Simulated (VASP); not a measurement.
# AlNi3 (Pm-3m) in VASP: further runs, part 2 of 2

VASP 6.6.1.

### Step 3. Single point, PBE, collinear spin, ferromagnetic start (8.75 Å³/atom)

This run uses another cell than the first one, of 8.75 Å³/atom.

File INCAR:

```
ALGO = Normal
EDIFF = 1E-6
ENCUT = 520
GGA = PE
ISIF = 2
ISMEAR = -1
ISPIN = 2
LASPH = True
LCHARG = True
LELF = True
LMAXMIX = 4
LORBIT = 11
LREAL = False
LVHAR = True
LWAVE = False
MAGMOM = 0 1.5 1.5 1.5
NBANDS = 28
NELM = 150
PREC = Accurate
SIGMA = 0.03
```

File KPOINTS:

```
k-points
0
Gamma
  10 10 10
```

File POSCAR:

```
AlNi3
1.0
    3.2705142959      0.0000000000      0.0000000000
    0.0000000000      3.2705142959      0.0000000000
    0.0000000000      0.0000000000      3.2705142959
Al Ni
1 3
Direct
    0.0000000000      0.0000000000      0.0000000000
    0.0000000000      0.5000000000      0.5000000000
    0.5000000000      0.0000000000      0.5000000000
    0.5000000000      0.5000000000      0.0000000000
```

Potentials or basis: VASP PAW PBE potentials, release 64 (Al, Ni).

On the command line:

```sh
> cat potpaw_PBE.64/Al/POTCAR potpaw_PBE.64/Ni/POTCAR > POTCAR
> mpirun -np 1 vasp_std > vasp.out
```

OUTCAR:

```text
EDIFF = 1E-6
   ENCUT = 520
   GGA = PE
   ISIF = 2
   ISMEAR = -1
   ISPIN = 2
   LASPH = True
   LORBIT = 11
   LREAL = False
   NELM = 150
   PREC = Accurate

 ion  position               nearest neighbor table
   1  0.000  0.000  0.000-   2 2.31   3 2.31   4 2.31   2 2.31   3 2.31   2 2.31   4 2.31   2 2.31
                             3 2.31   4 2.31   3 2.31   4 2.31
   2  0.000  0.500  0.500-   1 2.31   3 2.31   4 2.31   1 2.31   4 2.31   1 2.31   3 2.31   1 2.31
                             3 2.31   4 2.31   4 2.31   3 2.31
   3  0.500  0.000  0.500-   1 2.31   2 2.31   4 2.31   1 2.31   4 2.31   2 2.31   4 2.31   4 2.31
                             1 2.31   2 2.31   1 2.31   2 2.31
   4  0.500  0.500  0.000-   1 2.31   2 2.31   3 2.31   2 2.31   3 2.31   1 2.31   3 2.31   3 2.31
                             1 2.31   2 2.31   2 2.31   1 2.31

  LATTYP: Found a simple cubic cell.
 ALAT       =     3.2705142959

  Lattice vectors:

 A1 = (   3.2705142959,   0.0000000000,   0.0000000000)
 A2 = (   0.0000000000,   3.2705142959,   0.0000000000)
 A3 = (   0.0000000000,   0.0000000000,   3.2705142959)

Analysis of symmetry for initial positions (statically):
=====================================================================
 Subroutine PRICEL returns:
 Original cell was already a primitive cell.

 Routine SETGRP: Setting up the symmetry group for a
 simple cubic supercell.

 Subroutine GETGRP returns: Found 48 space group operations
 (whereof 48 operations were pure point group operations)
 out of a pool of 48 trial point group operations.

The static configuration has the point symmetry O_h .

Analysis of symmetry for dynamics (positions and initial velocities):
=====================================================================
 Subroutine PRICEL returns:
 Original cell was already a primitive cell.

 Routine SETGRP: Setting up the symmetry group for a
 simple cubic supercell.

[... 168 lines left out ...]

 E-fermi :  13.3951     XC(G=0): -14.1172

 val. band max:       13.3937143880   @ k =   0.4000   0.4000   0.4000
 cond. band min:      13.4002729691   @ k =   0.3000   0.2000   0.1000
 fundamental gap:      0.0065585811
 Fermi energy:        13.3951259099

 spin component 1

 k-point     1 :       0.0000    0.0000    0.0000
  band No.  band energies     occupation
      1       1.5772      1.00000
      2       7.4030      1.00000
      3       8.3335      1.00000
      4       8.3335      1.00000
      5       8.8818      1.00000
      6       8.8818      1.00000
[... 733 lines left out ...]
     27      29.1293      0.00000
     28      30.9631      0.00000

 [... further k-points ...]

 spin component 2

 k-point     1 :       0.0000    0.0000    0.0000
  band No.  band energies     occupation
      1       1.5772      1.00000
      2       7.4030      1.00000
      3       8.3336      1.00000
      4       8.3336      1.00000
      5       8.8819      1.00000
      6       8.8819      1.00000
[... 733 lines left out ...]
     27      29.1294      0.00000
     28      30.9631      0.00000

 [... further k-points ...]

------------------------ aborting loop because EDIFF is reached ----------------------------------------

  FORCE on cell =-STRESS in cart. coord.  units (eV):
  Direction    XX          YY          ZZ          XY          YZ          ZX
  --------------------------------------------------------------------------------------
  -------------------------------------------------------------------------------------
  Total       18.5075245     18.5075245     18.5075245      0.0000000      0.0000000     -0.0000000
  in kB      847.6386677    847.6386677    847.6386677      0.0000000      0.0000000     -0.0000000
  external PRESSURE =     847.6386677 kB  Pullay stress =       0.0000000 kB

 VOLUME and BASIS-vectors are now :
 -----------------------------------------------------------------------------
  energy-cutoff  :      520.00
  volume of cell :       34.98
      direct lattice vectors                 reciprocal lattice vectors
     3.270514296  0.000000000  0.000000000     0.305762308  0.000000000  0.000000000
     0.000000000  3.270514296  0.000000000     0.000000000  0.305762308  0.000000000
     0.000000000  0.000000000  3.270514296     0.000000000  0.000000000  0.305762308

 POSITION                                       TOTAL-FORCE (eV/Angst)
 -----------------------------------------------------------------------------------
      0.00000      0.00000      0.00000         0.000000      0.000000      0.000000
      0.00000      1.63526      1.63526         0.000000      0.000000      0.000000
      1.63526      0.00000      1.63526         0.000000      0.000000      0.000000
      1.63526      1.63526      0.00000         0.000000      0.000000      0.000000
 -----------------------------------------------------------------------------------
    total drift:                                0.000000     -0.000000     -0.000000

  FREE ENERGIE OF THE ION-ELECTRON SYSTEM (eV)
  ---------------------------------------------------
  free  energy   TOTEN  =       -19.7362907394 eV

  energy  without entropy=      -19.7248313155  energy(sigma->0) =      -19.73056103

 total charge

# of ion       s       p       d       tot
------------------------------------------
    1        0.453   0.521   0.000   0.974
    2        0.625   0.795   8.555   9.976
    3        0.625   0.795   8.555   9.976
    4        0.625   0.795   8.555   9.976
--------------------------------------------------
tot          2.327   2.907  25.666  30.901

 magnetization (x)

# of ion       s       p       d       tot
------------------------------------------
    1       -0.000  -0.000   0.000  -0.000
    2       -0.000  -0.000   0.000   0.000
    3       -0.000  -0.000   0.000   0.000
    4       -0.000  -0.000   0.000   0.000
--------------------------------------------------
tot         -0.000  -0.000   0.000   0.000
```

OSZICAR:

```text
N       E                     dE             d eps       ncg     rms          rms(c)
DAV:   1     0.201832938198E+03    0.20183E+03   -0.13871E+04  6648   0.161E+03
DAV:   2    -0.985491623138E+01   -0.21169E+03   -0.19522E+03  6304   0.305E+02
DAV:   3    -0.231878392352E+02   -0.13333E+02   -0.12637E+02  6904   0.937E+01
DAV:   4    -0.234350535333E+02   -0.24721E+00   -0.24683E+00  7116   0.125E+01
DAV:   5    -0.234437648308E+02   -0.87113E-02   -0.87105E-02  7532   0.211E+00    0.266E+01
DAV:   6    -0.225576029773E+02    0.88616E+00   -0.23659E+01  7532   0.924E+01    0.149E+01
DAV:   7    -0.198963579967E+02    0.26612E+01   -0.75357E+00  7604   0.488E+01    0.515E+00
DAV:   8    -0.197629500254E+02    0.13341E+00   -0.14723E-01  9008   0.474E+00    0.204E+00
DAV:   9    -0.197375416593E+02    0.25408E-01   -0.13167E-02  9236   0.147E+00    0.547E-01
DAV:  10    -0.197362339056E+02    0.13078E-02   -0.12208E-03  7664   0.324E-01    0.209E-01
DAV:  11    -0.197362123429E+02    0.21563E-04   -0.14465E-04  7900   0.174E-01    0.101E-01
DAV:  12    -0.197362701324E+02   -0.57790E-04   -0.88087E-05  8348   0.137E-01    0.599E-02
DAV:  13    -0.197362707254E+02   -0.59302E-06   -0.11091E-05  8360   0.418E-02    0.297E-02
DAV:  14    -0.197362799790E+02   -0.92535E-05   -0.52594E-06  7316   0.483E-02    0.257E-02
DAV:  15    -0.197362864523E+02   -0.64734E-05   -0.70038E-06  6736   0.449E-02    0.163E-02
DAV:  16    -0.197362880257E+02   -0.15734E-05   -0.12866E-06  3984   0.156E-02    0.121E-02
DAV:  17    -0.197362905314E+02   -0.25057E-05   -0.32523E-06  5280   0.343E-02    0.364E-03
DAV:  18    -0.197362907394E+02   -0.20796E-06   -0.83691E-07  4084   0.108E-02
   1 F= -.19736291E+02 E0= -.19730561E+02  d E =-.114594E-01  mag=    -0.0003
```

It took 35 s on 1 thread of Intel Xeon 6975P-C (Granite Rapids), shared host; peak memory 0.2 GiB.

Results:

* Free energy: -19.7363 eV
* Pressure: 84.8 GPa
* Net moment: 0.00 μB per cell
* Valence electrons inside the program's atomic spheres: Al 0.97; Ni 9.98

Caveat: the cell stands under pressure; the moments typed at the start vanished in this run.
